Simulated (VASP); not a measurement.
# Sn (Fddd) in VASP: single point with PBE

Aim: the single point of Sn with PBE.

All numbers are computed with VASP 6.6.1; they aren't measurements. Logs are shortened: lines on timing, memory, paths and dates and some standing lists are left out, and cuts for length are marked.

### Step 1. The cell of the first run

The structure is orthorhombic, space group Fddd (No. 70). The conventional cell has a = 6.361 Å, b = 6.491 Å, c = 6.621 Å, α = 90.00°, β = 90.00°, γ = 90.00°. Sn (site symmetry 222) has 4 Sn at 2.81 Å within 3.7 Å.

### Step 2. Single point, PBE (strain -0.0200 x Voigt [1, -1, 0, 0, 0, 0])

Contents of INCAR:

```
PREC     = Accurate       # precision mode
ENCUT    = 520            # plane-wave cutoff, eV
EDIFF    = 1E-7           # SCF threshold, eV
ISMEAR   = 0              # smearing method
SIGMA    = 0.15           # smearing width, eV
LREAL    = False          # projectors in reciprocal space
LASPH    = True           # aspherical terms in the spheres
NELM     = 60             # most SCF steps
ALGO     = Fast           # electronic algorithm
ISIF     = 2              # what is computed and relaxed
LWAVE    = False          # write WAVECAR
LCHARG   = False          # write CHGCAR
GGA      = PE             # functional
NBANDS   = 21             # bands
```

Contents of KPOINTS:

```
Automatic mesh
0
Gamma
  12 12 12
```

Contents of POSCAR:

```
Sn
1.0
    0.0000000000      3.3105120000      3.2456000000
    3.1806880000      0.0000000000      3.2456000000
    3.1806880000      3.3105120000      0.0000000000
Sn
2
Direct
    0.5000000000      0.5000000000      0.5000000000
    0.7500000000      0.7500000000      0.7500000000
```

Potentials or basis: VASP PAW PBE potentials, release 64 (Sn_d).

The run is started by

```sh
cat potpaw_PBE.64/Sn_d/POTCAR > POTCAR
mpirun -np 1 vasp_std > vasp.out
```

OUTCAR:

```text
PREC = Accurate
   ENCUT = 520
   EDIFF = 1E-7
   ISMEAR = 0
   LREAL = False
   LASPH = True
   NELM = 60
   ISIF = 2
   GGA = PE

 ion  position               nearest neighbor table
   1  0.500  0.500  0.500-   2 2.81   2 2.81   2 2.81   2 2.81
   2  0.750  0.750  0.750-   1 2.81   1 2.81   1 2.81   1 2.81

  LATTYP: Found a face centered orthorhombic cell.
 ALAT       =     6.3613760000
 B/A-ratio  =     1.0204081633
 C/A-ratio  =     1.0408163265

  Lattice vectors:

 A1 = (   0.0000000000,   3.3105120000,  -3.2456000000)
 A2 = (   3.1806880000,   3.3105120000,   0.0000000000)
 A3 = (   3.1806880000,   0.0000000000,  -3.2456000000)

Analysis of symmetry for initial positions (statically):
=====================================================================
 Subroutine PRICEL returns:
 Original cell was already a primitive cell.

 Routine SETGRP: Setting up the symmetry group for a
 face centered orthorhombic supercell.

 Subroutine GETGRP returns: Found  8 space group operations
 (whereof  4 operations were pure point group operations)
 out of a pool of  8 trial point group operations.

The static configuration has the point symmetry D_2 .
 The point group associated with its full space group is D_2h.

Analysis of symmetry for dynamics (positions and initial velocities):
=====================================================================
 Subroutine PRICEL returns:
 Original cell was already a primitive cell.

 Routine SETGRP: Setting up the symmetry group for a
 face centered orthorhombic supercell.

 Subroutine GETGRP returns: Found  8 space group operations
 (whereof  4 operations were pure point group operations)
 out of a pool of  8 trial point group operations.

The dynamic configuration has the point symmetry D_2 .
 The point group associated with its full space group is D_2h.

 Subroutine INISYM returns: Found  8 space group operations
 (whereof  4 operations are pure point group operations),
 and found     1 'primitive' translations

----------------------------------------------------------------------------------------

                                     Primitive cell

  volume of cell :      68.3504

  direct lattice vectors                    reciprocal lattice vectors
     0.000000000  3.310512000  3.245600000    -0.157198694  0.151034039  0.154054720
     3.180688000  0.000000000  3.245600000     0.157198694 -0.151034039  0.154054720
     3.180688000  3.310512000  0.000000000     0.157198694  0.151034039 -0.154054720

  length of vectors
     4.636098474  4.544303633  4.590889441     0.266937385  0.266937385  0.266937385

  position of ions in fractional coordinates (direct lattice)
     0.500000000  0.500000000  0.500000000
     0.750000000  0.750000000  0.750000000

  ion indices of the primitive-cell ions
   primitive index   ion index
                 1           1
                 2           2

----------------------------------------------------------------------------------------

 KPOINTS: Automatic mesh

Automatic generation of k-mesh.
 Grid dimensions read from file:
 generate k-points for:   12   12   12

 Generating k-lattice:

  Cartesian coordinates                     Fractional coordinates (reciprocal lattice)
    -0.013099891  0.012586170  0.012837893     0.083333333  0.000000000  0.000000000
     0.013099891 -0.012586170  0.012837893    -0.000000000  0.083333333 -0.000000000
     0.013099891  0.012586170 -0.012837893     0.000000000  0.000000000  0.083333333

  Length of vectors
     0.022244782  0.022244782  0.022244782

  Shift w.r.t. Gamma in fractional coordinates (k-lattice)
     0.000000000  0.000000000  0.000000000

 Subroutine IBZKPT returns following result:
 ===========================================

 Found    280 irreducible k-points:

 Following reciprocal coordinates:
            Coordinates               Weight
  0.000000  0.000000  0.000000      1.000000
  0.083333  0.000000  0.000000      8.000000
  0.166667  0.000000  0.000000      8.000000
  0.250000  0.000000 -0.000000      8.000000
  0.333333  0.000000  0.000000      8.000000
  0.416667  0.000000  0.000000      8.000000
[... 16 lines left out ...]
  0.500000  0.166667  0.000000      8.000000
 -0.416667  0.166667 -0.000000      8.000000
 [... further k-points ...]
   k-points           NKPTS =    280   k-points in BZ     NKDIM =    280   number of bands    NBANDS=     21
   number of dos      NEDOS =    301   number of ions     NIONS =      2
   total plane-waves  NPLWV =  46656
   dimension x,y,z NGX =    36 NGY =   36 NGZ =   36
   dimension x,y,z NGXF=    72 NGYF=   72 NGZF=   72
   ions per type =               2
   NGX,Y,Z   is equivalent  to a cutoff of  12.91, 13.17, 13.04 a.u.
   NGXF,Y,Z  is equivalent  to a cutoff of  25.82, 26.34, 26.07 a.u.
 SYSTEM =  unknown system
   PREC   = accura    normal or accurate (medium, high low for compatibility)
   ISTART =      0    job   : 0-new  1-cont  2-samecut
   ICHARG =      2    charge: 1-file 2-atom 10-const
   ISPIN  =      1    spin polarized calculation?
   LNONCOLLINEAR =      F non collinear calculations
   LSORBIT =      F    spin-orbit coupling
   LASPH  =      T    aspherical Exc in radial PAW
   ENCUT  =  520.0 eV  38.22 Ry    6.18 a.u.   8.62  8.45  8.54*2*pi/ulx,y,z
   NELM   =     60;   NELMIN=  2; NELMDL= -5     # of ELM steps
   EDIFF  = 0.1E-06   stopping-criterion for ELM
   LREAL  =      F    real-space projection
   EDIFFG = 0.1E-05   stopping-criterion for IOM
   NSW    =      0    number of steps for IOM
   IBRION =     -1    ionic relax: 0-MD 1-quasi-New 2-CG
   NFREE  =      0    steps in history (QN), initial steepest desc. (CG)
   ISIF   =      2    stress and relaxation
   ISYM   =      2    0-nonsym 1-usesym 2-fastsym
   POTIM  = 0.5000    time-step for ionic-motion
   TEBEG  =    0.0;   TEEND  =   0.0 temperature during run
   PSTRESS=    0.0 pullay stress
   NELECT =      28.0000    total number of electrons
   NUPDOWN=      -1.0000    fix difference up-down
   EMIN   =  10.00;   EMAX   =-10.00  energy-range for DOS
   EFERMI =   0.00;   METHOD = LEGACY
   ISMEAR =     0;   SIGMA  =   0.15  broadening in eV -4-tet -1-fermi 0-gaus
   EFERMI_NEDOS =   21; number of points for ismear=-14 and -15
   IALGO  =     68    algorithm
   IMIX   =      4    mixing-type and parameters
     AMIX     =   0.40;   BMIX     =  1.00
     AMIX_MAG =   1.60;   BMIX_MAG =  1.00
  volume/ion in A,a.u.               =      34.18       230.63
  Fermi-wavevector in a.u.,A,eV,Ry     =   1.215851  2.297626 20.113413  1.478294
  Thomas-Fermi vector in A             =   2.351225
   LORBIT       =      0    0 simple, 1 ext, 2 COOP (PROOUT), +10 PAW based schemes
   GGA     = PE    functional components
   LHFCALC =     F    Hartree Fock is set to
   AEXX    =    0.0000 exact exchange contribution
   IVDW    =     0    specifies the selected vdW correction
   LEPSILON=     F    determine dielectric tensor
   LRPA    =     F    only Hartree local field effects (RPA)
 non-spin polarized calculation
 RMM-DIIS sequential band-by-band and
 Gauss-broadening in eV      SIGMA  =   0.15
  energy-cutoff  :      520.00
  volume of cell :       68.35
 maximum number of plane-waves:      1866
   NGX = 17   NGY = 17   NGZ = 17

 number of electron      27.9999995 magnetization

 Free energy of the ion-electron system (eV)
  ---------------------------------------------------
  ext. energy  EPLUGINS =         0.00000000
  ---------------------------------------------------
  free energy    TOTEN  =        -7.63902173 eV

  energy without entropy =       -7.63722122  energy(sigma->0) =       -7.63812148

 E-fermi :   5.6676     XC(G=0):  -8.8761

 val. band max:        5.6595866733   @ k =   0.4167   0.0000   0.0000
 cond. band min:       5.7279797411   @ k =   0.0000   0.0000   0.0000
 fundamental gap:      0.0683930677
 Fermi energy:         5.6675747325

 k-point     1 :       0.0000    0.0000    0.0000
  band No.  band energies     occupation
      1     -16.0537      2.00000
      2     -16.0454      2.00000
      3     -16.0381      2.00000
      4     -15.9886      2.00000
      5     -15.9838      2.00000
      6     -15.6903      2.00000
[... 13 lines left out ...]
     20      13.3064      0.00000
     21      13.6405      0.00000

 k-point     2 :       0.0833    0.0000    0.0000
  band No.  band energies     occupation
      1     -16.0571      2.00000
      2     -16.0487      2.00000
      3     -16.0410      2.00000
      4     -15.9805      2.00000
      5     -15.9765      2.00000
      6     -15.6980      2.00000
[... 13 lines left out ...]
     20      12.7680      0.00000
     21      13.1581      0.00000

 k-point     3 :       0.1667    0.0000    0.0000
  band No.  band energies     occupation
      1     -16.0669      2.00000
      2     -16.0574      2.00000
      3     -16.0393      2.00000
      4     -15.9639      2.00000
      5     -15.9609      2.00000
      6     -15.7132      2.00000
[... 13 lines left out ...]
     20      12.4049      0.00000
     21      12.6830      0.00000

 k-point     4 :       0.2500    0.0000   -0.0000
  band No.  band energies     occupation
      1     -16.0767      2.00000
      2     -16.0658      2.00000
      3     -16.0334      2.00000
      4     -15.9473      2.00000
      5     -15.9453      2.00000
      6     -15.7275      2.00000
[... 13 lines left out ...]
     20      12.4762      0.00000
     21      12.6092      0.00000

 k-point     5 :       0.3333    0.0000    0.0000
  band No.  band energies     occupation
      1     -16.0838      2.00000
      2     -16.0711      2.00000
      3     -16.0269      2.00000
      4     -15.9350      2.00000
      5     -15.9334      2.00000
      6     -15.7376      2.00000
[... 13 lines left out ...]
     20      12.9675      0.00000
     21      13.0112      0.00000
[... 382 lines left out ...]
     20      13.3277      0.00000
     21      13.9934      0.00000

 k-point    22 :       0.4167    0.1667    0.0000
  band No.  band energies     occupation
      1     -16.1002      2.00000
      2     -16.0803      2.00000
      3     -16.0098      2.00000
      4     -15.9202      2.00000
      5     -15.8918      2.00000
      6     -15.7980      2.00000
[... 13 lines left out ...]
     20      13.9001      0.00000
     21      14.5823      0.00000

 k-point    23 :       0.5000    0.1667    0.0000
  band No.  band energies     occupation
      1     -16.1059      2.00000
      2     -16.0855      2.00000
      3     -15.9947      2.00000
      4     -15.9078      2.00000
      5     -15.8954      2.00000
      6     -15.7906      2.00000
[... 13 lines left out ...]
     20      14.2078      0.00000
     21      14.6956      0.00000

 k-point    24 :      -0.4167    0.1667   -0.0000
  band No.  band energies     occupation
      1     -16.1062      2.00000
      2     -16.0887      2.00000
      3     -15.9874      2.00000
      4     -15.9097      2.00000
      5     -15.8971      2.00000
      6     -15.7788      2.00000
[... 13 lines left out ...]
     20      13.5312      0.00000
     21      13.7275      0.00000

 [... further k-points ...]
[... 5 lines left out ...]
  --------------------------------------------------------------------------------------
  -------------------------------------------------------------------------------------
  Total        1.5866892      1.0952838      1.3641479      0.0000000      0.0000000      0.0000000
  in kB       37.1930011     25.6741463     31.9764914      0.0000000      0.0000000      0.0000000
  external PRESSURE =      31.6145463 kB  Pullay stress =       0.0000000 kB

 VOLUME and BASIS-vectors are now :
 -----------------------------------------------------------------------------
  energy-cutoff  :      520.00
  volume of cell :       68.35
      direct lattice vectors                 reciprocal lattice vectors
     0.000000000  3.310512000  3.245600000    -0.157198694  0.151034039  0.154054720
     3.180688000  0.000000000  3.245600000     0.157198694 -0.151034039  0.154054720
     3.180688000  3.310512000  0.000000000     0.157198694  0.151034039 -0.154054720

 POSITION                                       TOTAL-FORCE (eV/Angst)
 -----------------------------------------------------------------------------------
      3.18069      3.31051      3.24560        -0.000000      0.000000     -0.000000
      4.77103      4.96577      4.86840         0.000000      0.000000      0.000000
 -----------------------------------------------------------------------------------
    total drift:                                0.000000      0.000000      0.000000

  FREE ENERGIE OF THE ION-ELECTRON SYSTEM (eV)
  ---------------------------------------------------
  free  energy   TOTEN  =        -7.6390217326 eV

  energy  without entropy=       -7.6372212241  energy(sigma->0) =       -7.63812148
```

Wall time 3.1 min (1 thread of Intel Xeon 6975P-C (Granite Rapids), shared host); peak memory 0.42 GiB.

What came out:

```yaml
Free_energy: -7.6390 eV
Pressure: 3.2 GPa
Band_gap_on_the_k_mesh: zero (bands 14 and 15 overlap by 0.11 eV)
```

Stress tensor (GPa, compression positive):
```
3.72 0.00 0.00
0.00 2.57 0.00
0.00 0.00 3.20
```

Caveat: the cell differs from its parent crystal (strain -0.0200 x Voigt [1, -1, 0, 0, 0, 0]); the cell stands under pressure; spin-orbit coupling is left out, which moves the levels of the heavy elements.

The gap in the log of VASP goes by the Fermi energy; the results here count the filled bands.